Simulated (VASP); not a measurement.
Input of a VASP 6.6.1 run:

INCAR

```
PREC = Accurate ; ENCUT = 1340
EDIFF = 1E-6 ; ISMEAR = 0
SIGMA = 0.05 ; LREAL = F
LASPH = T ; NELM = 200
ALGO = Normal ; ISIF = 2
LWAVE = F ; LCHARG = F
LMAXMIX = 4 ; LDAU = T
LDAUTYPE = 2 ; LDAUL = 2 -1
LDAUU = 4 0 ; LDAUJ = 0 0
LDAUPRINT = 1 ; GGA = PE
IVDW = 12 ; NBANDS = 19
GGA_COMPAT = F
```

KPOINTS

```
Automatic mesh
0
Gamma
  9 9 9
```

POSCAR

```
TiO2
1.0
    1.6093500000      0.9291586557      4.1903000000
   -1.6093500000      0.9291586557      4.1903000000
    0.0000000000     -1.8583173115      4.1903000000
Ti O
1 2
Direct
    0.0000000000      0.0000000000      0.0000000000
    0.6017580785      0.6017580785      0.6017580785
    0.3982419215      0.3982419215      0.3982419215
```

Potentials or basis: VASP PAW PBE potentials, release 64 (Ti_sv, O_h).

Command:

```sh
$ cat potpaw_PBE.64/Ti_sv/POTCAR potpaw_PBE.64/O_h/POTCAR > POTCAR
$ mpirun -np 1 vasp_std > vasp.out
```

(1) Estimate the pressure.

(2) Estimate the band gap on the k mesh.

(3) Predict the dispersion energy per atom.

## Answers

(1) -7.3 GPa.

(2) 2.15 eV (least direct gap 2.47 eV).

(3) -0.201 eV.

Caveat: the stress differs along the axes, from -18 to 14 GPa.
